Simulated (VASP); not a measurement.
Here is a VASP 6.6.1 calculation.

INCAR

```
PREC = Accurate
ENCUT = 520
EDIFF = 1E-6
ISMEAR = 0
SIGMA = 0.15
LREAL = False
LASPH = True
NELM = 60
ALGO = Normal
ISIF = 2
LWAVE = False
LCHARG = False
GGA = PE
NBANDS = 18
```

File KPOINTS:

```
Automatic mesh
0
Gamma
  12 12 10
```

The input POSCAR:

```
PtSe2
1.0
    3.7240006046      0.0000000000      0.0093100015
   -1.8620003023      3.2250791273     -0.0046550008
    0.0126550000      0.0000000000      5.0620000000
Pt Se
1 2
Direct
    0.0000000000      0.0000000000      0.0000000000
    0.3333333333      0.6666666667      0.2500000000
    0.6666666667      0.3333333333      0.7500000000
```

Potentials or basis: VASP PAW PBE potentials, release 64 (Pt, Se).

Launch:

```sh
$ cat potpaw_PBE.64/Pt/POTCAR potpaw_PBE.64/Se/POTCAR > POTCAR
$ mpirun -np 1 vasp_std > vasp.out
```

(1) Estimate the pressure.

(2) What does it give for the band gap on the k mesh?

(3) Estimate the largest force.

## Answers

(1) 7.3 GPa.

(2) zero (bands 11 and 12 overlap by 0.39 eV).

(3) 0.578 eV/Å.

Caveat: the cell differs from its parent crystal (strain +0.0050 x Voigt [0, 0, 0, 0, 1, 0]); the cell stands under pressure; spin-orbit coupling is left out, which moves the levels of the heavy elements.
